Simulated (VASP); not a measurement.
Wanted: the native input for a VASP 6.6.1 run.

```yaml
Task: single point
Functional: LDA
Potentials_or_basis: VASP PAW LDA potentials, release 64 (Hg)
Cutoff: 520 eV
k_mesh: 12 × 12 × 12
Occupations: fermi-dirac, width 0.1 eV
Spin: no spin polarisation
Dipole_correction: no
Further_INCAR_settings: ALGO = Normal; EDIFF = 1e-07; NBANDS = 19
```

The structure of Hg lies in POSCAR:

```
Hg
1.0
    0.0000000000      2.4307906603      2.4307906603
    2.4307906603      0.0000000000      2.4307906603
    2.4307906603      2.4307906603      0.0000000000
Hg
2
Direct
   -0.1250000000     -0.1250000000     -0.1250000000
    0.1250000000      0.1250000000      0.1250000000
```

One way to write it, as run:

INCAR

```
PREC     = Accurate       # precision mode
ENCUT    = 520            # plane-wave cutoff, eV
EDIFF    = 1E-7           # SCF threshold, eV
ISMEAR   = -1             # smearing method
SIGMA    = 0.1            # smearing width, eV
LREAL    = False          # projectors in reciprocal space
LASPH    = True           # aspherical terms in the spheres
NELM     = 100            # most SCF steps
ALGO     = Normal         # electronic algorithm
ISIF     = 2              # what is computed and relaxed
LWAVE    = False          # write WAVECAR
LCHARG   = False          # write CHGCAR
NBANDS   = 19             # bands
```

KPOINTS

```
Automatic mesh
0
Gamma
  12 12 12
```

Potentials or basis: VASP PAW LDA potentials, release 64 (Hg).

Command:

```bash
$ cat potpaw_LDA.64/Hg/POTCAR > POTCAR
$ mpirun -np 1 vasp_std > vasp.out
```

It gave:

| Item | Value |
| --- | --- |
| Pressure | 311.2 GPa |
| Band gap on the k mesh | zero (bands 12 and 13 overlap by 11.66 eV) |

Caveat: the cell stands under pressure; spin-orbit coupling is left out, which moves the levels of the heavy elements.

Run time: 16 s on 1 thread of Intel(R) Xeon(R) 6975P-C (Granite Rapids) (shared host), peak memory 0.16 GiB.
